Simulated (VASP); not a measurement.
# ZnS (P1) in VASP: single point with PBE

Aim: the single point of ZnS with PBE.

Everything below comes from runs of VASP 6.6.1. Logs are shortened: lines on timing, memory, paths and dates and some standing lists are left out, and cuts for length are marked.

## (1) The cell of the first run

The typed cell holds 12 atoms: a = 3.847 Å, b = 3.848 Å, c = 18.872 Å, α = 90.00°, β = 90.00°, γ = 119.98°.

## (2) Single point, PBE

Contents of INCAR:

```
PREC     = Accurate       # precision mode
ENCUT    = 520            # plane-wave cutoff, eV
EDIFF    = 1E-6           # SCF threshold, eV
ISMEAR   = 0              # smearing method
SIGMA    = 0.05           # smearing width, eV
LREAL    = F              # projectors in reciprocal space
LASPH    = T              # aspherical terms in the spheres
NELM     = 100            # most SCF steps
ALGO     = Normal         # electronic algorithm
ISIF     = 2              # what is computed and relaxed
LWAVE    = F              # write WAVECAR
LCHARG   = F              # write CHGCAR
GGA      = PE             # functional
NBANDS   = 66             # bands
```

Contents of KPOINTS:

```
regular mesh
0
Gamma
  6 6 2
```

Contents of POSCAR:

```
ZnS
1.0
    3.8470098203      0.0002803852      0.0001331127
   -1.9232619601      3.3332259665     -0.0000315017
    0.0006584861      0.0002378674     18.8715118877
Zn S
6 6
Direct
   -0.0006147895     -0.0002781812      0.0000247066
    0.0007368346      0.0003418229      0.5000145739
    0.3338335073      0.6689818414      0.1668030481
    0.6661684224      0.3316765189      0.6667855200
    0.6680096716      0.3350559050      0.3332637979
    0.3318294768      0.6642051439      0.8332567494
    0.0004783451      0.0022606438      0.1251210417
   -0.0004412048     -0.0016515654      0.6251025178
    0.3346296519      0.6685162410      0.2916831714
    0.6652603254      0.3308677280      0.7916696906
    0.6674740643      0.3338879303      0.4581371591
    0.3326356950      0.6661359713      0.9581380235
```

Potentials or basis: VASP PAW PBE potentials, release 64 (Zn, S).

Launch:

```
$ cat potpaw_PBE.64/Zn/POTCAR potpaw_PBE.64/S/POTCAR > POTCAR
$ mpirun -np 1 vasp_std > vasp.out
```

OUTCAR:

```text
PREC = Accurate
   ENCUT = 520
   EDIFF = 1E-6
   ISMEAR = 0
   LREAL = F
   LASPH = T
   NELM = 100
   ISIF = 2
   GGA = PE

 ion  position               nearest neighbor table
   1  0.999  1.000  0.000-  12 2.36  12 2.36  12 2.36   7 2.36
   2  0.001  0.000  0.500-  11 2.36  11 2.36  11 2.36   8 2.36
   3  0.334  0.669  0.167-   7 2.36   7 2.36   9 2.36   7 2.36
   4  0.666  0.332  0.667-   8 2.36   8 2.36  10 2.36   8 2.36
   5  0.668  0.335  0.333-   9 2.36   9 2.36   9 2.36  11 2.36
   6  0.332  0.664  0.833-  10 2.36  10 2.36  12 2.36  10 2.36
   7  0.000  0.002  0.125-   3 2.36   3 2.36   3 2.36   1 2.36
   8  1.000  0.998  0.625-   4 2.36   4 2.36   4 2.36   2 2.36
   9  0.335  0.669  0.292-   5 2.36   5 2.36   5 2.36   3 2.36
  10  0.665  0.331  0.792-   6 2.36   6 2.36   6 2.36   4 2.36
  11  0.667  0.334  0.458-   5 2.36   2 2.36   2 2.36   2 2.36
  12  0.333  0.666  0.958-   6 2.36   1 2.36   1 2.36   1 2.36

  LATTYP: Found a base centered monoclinic cell.
 ALAT       =    37.9383071459
 B/A-ratio  =     0.1757256145
 C/A-ratio  =     0.4974263039
 COS(beta)  =    -0.9948455609

  Lattice vectors:

 A1 = (   1.9226034740,  -3.3334638339, -18.8714803860)
 A2 = (   1.9230893741,   3.3332684843, -18.8714102767)
 A3 = (   0.0006584861,   0.0002378674,  18.8715118877)

Analysis of symmetry for initial positions (statically):
=====================================================================
 Subroutine PRICEL returns:
 Original cell was already a primitive cell.

 Routine SETGRP: Setting up the symmetry group for a
 base centered monoclinic supercell.

 Subroutine GETGRP returns: Found  1 space group operations
 (whereof  1 operations were pure point group operations)
 out of a pool of  4 trial point group operations.

The static configuration has the point symmetry C_1 .

Analysis of symmetry for dynamics (positions and initial velocities):
=====================================================================
 Subroutine PRICEL returns:
 Original cell was already a primitive cell.

 Routine SETGRP: Setting up the symmetry group for a
 base centered monoclinic supercell.

 Subroutine GETGRP returns: Found  1 space group operations
 (whereof  1 operations were pure point group operations)
 out of a pool of  4 trial point group operations.

The dynamic configuration has the point symmetry C_1 .

 Subroutine INISYM returns: Found  1 space group operations
 (whereof  1 operations are pure point group operations),
 and found     1 'primitive' translations

----------------------------------------------------------------------------------------

                                     Primitive cell

  volume of cell :     241.9987

  direct lattice vectors                    reciprocal lattice vectors
     3.847009820  0.000280385  0.000133113     0.259931218  0.149979578 -0.000010960
    -1.923261960  3.333225967 -0.000031502    -0.000021865  0.299997047 -0.000003781
     0.000658486  0.000237867 18.871511888    -0.000001833 -0.000000557  0.052989925

  length of vectors
     3.847009833  3.848289479 18.871511901     0.300096838  0.299997048  0.052989925

  position of ions in fractional coordinates (direct lattice)
     0.999385211  0.999721819  0.000024707
     0.000736835  0.000341823  0.500014574
     0.333833507  0.668981841  0.166803048
     0.666168422  0.331676519  0.666785520
     0.668009672  0.335055905  0.333263798
     0.331829477  0.664205144  0.833256749
     0.000478345  0.002260644  0.125121042
     0.999558795  0.998348435  0.625102518
     0.334629652  0.668516241  0.291683171
     0.665260325  0.330867728  0.791669691
     0.667474064  0.333887930  0.458137159
     0.332635695  0.666135971  0.958138023

  ion indices of the primitive-cell ions
   primitive index   ion index
                 1           1
                 2           2
                 3           3
                 4           4
                 5           5
                 6           6
                 7           7
                 8           8
                 9           9
                10          10
                11          11
                12          12

----------------------------------------------------------------------------------------

 KPOINTS: regular mesh

Automatic generation of k-mesh.
 Grid dimensions read from file:
 generate k-points for:    6    6    2

 Generating k-lattice:

  Cartesian coordinates                     Fractional coordinates (reciprocal lattice)
     0.043321870  0.024996596 -0.000001827     0.166666667  0.000000000 -0.000000000
    -0.000003644  0.049999508 -0.000000630     0.000000000  0.166666667  0.000000000
    -0.000000917 -0.000000279  0.026494963     0.000000000 -0.000000000  0.500000000

  Length of vectors
     0.050016140  0.049999508  0.026494963

  Shift w.r.t. Gamma in fractional coordinates (k-lattice)
     0.000000000  0.000000000  0.000000000

 Subroutine IBZKPT returns following result:
 ===========================================

 Found     40 irreducible k-points:

 Following reciprocal coordinates:
            Coordinates               Weight
  0.000000  0.000000  0.000000      1.000000
  0.166667 -0.000000 -0.000000      2.000000
  0.333333  0.000000 -0.000000      2.000000
  0.500000 -0.000000 -0.000000      1.000000
  0.000000  0.166667  0.000000      2.000000
  0.166667  0.166667 -0.000000      2.000000
[... 16 lines left out ...]
  0.333333  0.000000  0.500000      2.000000
  0.500000 -0.000000  0.500000      1.000000
 [... further k-points ...]
   k-points           NKPTS =     40   k-points in BZ     NKDIM =     40   number of bands    NBANDS=     66
   number of dos      NEDOS =    301   number of ions     NIONS =     12
   total plane-waves  NPLWV = 126000
   dimension x,y,z NGX =    30 NGY =   30 NGZ =  140
   dimension x,y,z NGXF=    60 NGYF=   60 NGZF=  280
   ions per type =               6   6
   NGX,Y,Z   is equivalent  to a cutoff of  12.96, 12.96, 12.33 a.u.
   NGXF,Y,Z  is equivalent  to a cutoff of  25.93, 25.92, 24.67 a.u.
 SYSTEM =  unknown system
   PREC   = accura    normal or accurate (medium, high low for compatibility)
   ISTART =      0    job   : 0-new  1-cont  2-samecut
   ICHARG =      2    charge: 1-file 2-atom 10-const
   ISPIN  =      1    spin polarized calculation?
   LNONCOLLINEAR =      F non collinear calculations
   LSORBIT =      F    spin-orbit coupling
   LASPH  =      T    aspherical Exc in radial PAW
   ENCUT  =  520.0 eV  38.22 Ry    6.18 a.u.   7.15  7.16 35.09*2*pi/ulx,y,z
   NELM   =    100;   NELMIN=  2; NELMDL= -5     # of ELM steps
   EDIFF  = 0.1E-05   stopping-criterion for ELM
   LREAL  =      F    real-space projection
   EDIFFG = 0.1E-04   stopping-criterion for IOM
   NSW    =      0    number of steps for IOM
   IBRION =     -1    ionic relax: 0-MD 1-quasi-New 2-CG
   NFREE  =      0    steps in history (QN), initial steepest desc. (CG)
   ISIF   =      2    stress and relaxation
   ISYM   =      2    0-nonsym 1-usesym 2-fastsym
   POTIM  = 0.5000    time-step for ionic-motion
   TEBEG  =    0.0;   TEEND  =   0.0 temperature during run
   PSTRESS=    0.0 pullay stress
   NELECT =     108.0000    total number of electrons
   NUPDOWN=      -1.0000    fix difference up-down
   EMIN   =  10.00;   EMAX   =-10.00  energy-range for DOS
   EFERMI =   0.00;   METHOD = LEGACY
   ISMEAR =     0;   SIGMA  =   0.05  broadening in eV -4-tet -1-fermi 0-gaus
   EFERMI_NEDOS =   21; number of points for ismear=-14 and -15
   IALGO  =     38    algorithm
   IMIX   =      4    mixing-type and parameters
     AMIX     =   0.40;   BMIX     =  1.00
     AMIX_MAG =   1.60;   BMIX_MAG =  1.00
  volume/ion in A,a.u.               =      20.17       136.09
  Fermi-wavevector in a.u.,A,eV,Ry     =   1.251061  2.364162 21.295201  1.565153
  Thomas-Fermi vector in A             =   2.385026
   LORBIT       =      0    0 simple, 1 ext, 2 COOP (PROOUT), +10 PAW based schemes
   GGA     = PE    functional components
   LHFCALC =     F    Hartree Fock is set to
   AEXX    =    0.0000 exact exchange contribution
   IVDW    =     0    specifies the selected vdW correction
   LEPSILON=     F    determine dielectric tensor
   LRPA    =     F    only Hartree local field effects (RPA)
 non-spin polarized calculation
 Gauss-broadening in eV      SIGMA  =   0.05
  energy-cutoff  :      520.00
  volume of cell :      242.00
 maximum number of plane-waves:      6564
 NGX is ok and might be reduce to    30
   NGX = 15   NGY = 15   NGZ = 71

 number of electron     108.0000062 magnetization

 Free energy of the ion-electron system (eV)
  ---------------------------------------------------
  ext. energy  EPLUGINS =         0.00000000
  ---------------------------------------------------
  free energy    TOTEN  =       -41.09613659 eV

  energy without entropy =      -41.09613659  energy(sigma->0) =      -41.09613659

 E-fermi :   2.1597     XC(G=0):  -9.5241

 val. band max:        1.9109519452   @ k =   0.0000   0.0000   0.0000
 cond. band min:       3.9506693678   @ k =   0.0000   0.0000   0.0000
 fundamental gap:      2.0397174226
 Fermi energy:         2.1596920569

 k-point     1 :       0.0000    0.0000    0.0000
  band No.  band energies     occupation
      1     -11.0867      2.00000
      2     -10.8952      2.00000
      3     -10.8872      2.00000
      4     -10.4550      2.00000
      5     -10.4461      2.00000
      6     -10.1975      2.00000
[... 58 lines left out ...]
     65       8.3756      0.00000
     66       8.5078      0.00000

 k-point     2 :       0.1667   -0.0000   -0.0000
  band No.  band energies     occupation
      1     -10.9120      2.00000
      2     -10.7351      2.00000
      3     -10.7274      2.00000
      4     -10.3344      2.00000
      5     -10.3253      2.00000
      6     -10.1041      2.00000
[... 1507 lines left out ...]
     65       8.6666      0.00000
     66       8.6670      0.00000

 k-point    24 :       0.5000   -0.0000    0.5000
  band No.  band energies     occupation
      1     -10.1835      2.00000
      2     -10.1833      2.00000
      3     -10.0560      2.00000
      4     -10.0559      2.00000
      5      -9.9216      2.00000
      6      -9.9212      2.00000
[... 58 lines left out ...]
     65       8.5666      0.00000
     66       8.5674      0.00000

 [... further k-points ...]
[... 5 lines left out ...]
  --------------------------------------------------------------------------------------
  -------------------------------------------------------------------------------------
  Total        0.2990063      0.2739998      0.3026063     -0.0011790     -0.0010578     -0.0029514
  in kB        1.9796021      1.8140438      2.0034362     -0.0078059     -0.0070034     -0.0195402
  external PRESSURE =       1.9323607 kB  Pullay stress =       0.0000000 kB

 VOLUME and BASIS-vectors are now :
 -----------------------------------------------------------------------------
  energy-cutoff  :      520.00
  volume of cell :      242.00
      direct lattice vectors                 reciprocal lattice vectors
     3.847009820  0.000280385  0.000133113     0.259931218  0.149979578 -0.000010960
    -1.923261960  3.333225967 -0.000031502    -0.000021865  0.299997047 -0.000003781
     0.000658486  0.000237867 18.871511888    -0.000001833 -0.000000557  0.052989925

 POSITION                                       TOTAL-FORCE (eV/Angst)
 -----------------------------------------------------------------------------------
      1.92192      3.33258      0.00057         0.000199      0.000711     -0.002607
      0.00251      0.00126      9.43603        -0.000763     -0.001038     -0.002708
     -0.00226      2.23000      3.14785         0.001573     -0.003568      0.002437
      1.92529      1.10590     12.58333        -0.000418      0.001714      0.002924
      1.92566      1.11708      6.28927        -0.001324     -0.001583     -0.001328
     -0.00034      2.21424     15.72484         0.000737      0.003795     -0.000881
     -0.00243      0.00757      2.36122         0.001111     -0.002575      0.002908
      1.92564      3.32815     11.79673        -0.000378      0.000981      0.004107
      0.00178      2.22848      5.50453        -0.000719     -0.001017     -0.005555
      1.92344      1.10323     14.94008        -0.000010      0.002470     -0.005261
      1.92593      1.11322      8.64582        -0.000478     -0.000581      0.003028
     -0.00087      2.22070     18.08154         0.000470      0.000691      0.002936
 -----------------------------------------------------------------------------------
    total drift:                               -0.000019     -0.000090     -0.000386

  FREE ENERGIE OF THE ION-ELECTRON SYSTEM (eV)
  ---------------------------------------------------
  free  energy   TOTEN  =       -41.0961365903 eV

  energy  without entropy=      -41.0961365903  energy(sigma->0) =      -41.09613659
```

It took 13 min on 1 thread of Oxide Virtual Turin-like, shared host; peak memory 0.59 GiB.

Results:

```yaml
Free_energy: -41.0961 eV
Pressure: 0.2 GPa
Largest_force: 0.006 eV/Å
Band_gap_on_the_k_mesh: 2.04 eV
```

Forces in eV/Å, atoms in the order of the input:
```
Zn   0.000  0.001 -0.003
Zn  -0.001 -0.001 -0.003
Zn   0.002 -0.004  0.002
Zn   0.000  0.002  0.003
Zn  -0.001 -0.002 -0.001
Zn   0.001  0.004 -0.001
S    0.001 -0.003  0.003
S    0.000  0.001  0.004
S   -0.001 -0.001 -0.006
S    0.000  0.002 -0.005
S    0.000 -0.001  0.003
S    0.000  0.001  0.003
```

Levels at points of the mesh, in eV from the valence-band top:
```
           k point  band 50  band 51  band 52  band 53  band 54  band 55  band 56  band 57  band 58  band 59
(0.00, 0.00, 0.00)    -0.23    -0.23    -0.02     0.00     0.00     2.04     3.12     3.19     3.25     3.28
(0.50, 0.00, 0.00)    -1.44    -1.21    -1.21    -1.05    -0.84     3.40     3.58     3.63     3.86     4.05
(0.00, 0.50, 0.00)    -1.44    -1.21    -1.20    -1.05    -0.84     3.40     3.58     3.63     3.86     4.05
(0.50, 0.50, 0.00)    -1.44    -1.21    -1.21    -1.04    -0.84     3.40     3.58     3.63     3.86     4.05
(0.00, 0.00, 0.50)    -0.45    -0.07    -0.07    -0.06    -0.06     2.52     2.52     3.22     3.22     3.45
(0.50, 0.00, 0.50)    -1.54    -1.17    -1.17    -0.94    -0.94     3.36     3.36     3.85     3.85     4.14
(0.00, 0.50, 0.50)    -1.54    -1.17    -1.17    -0.94    -0.94     3.36     3.36     3.86     3.86     4.14
(0.50, 0.50, 0.50)    -1.54    -1.17    -1.16    -0.94    -0.94     3.36     3.36     3.85     3.85     4.14
```

A k mesh can miss the band edges.
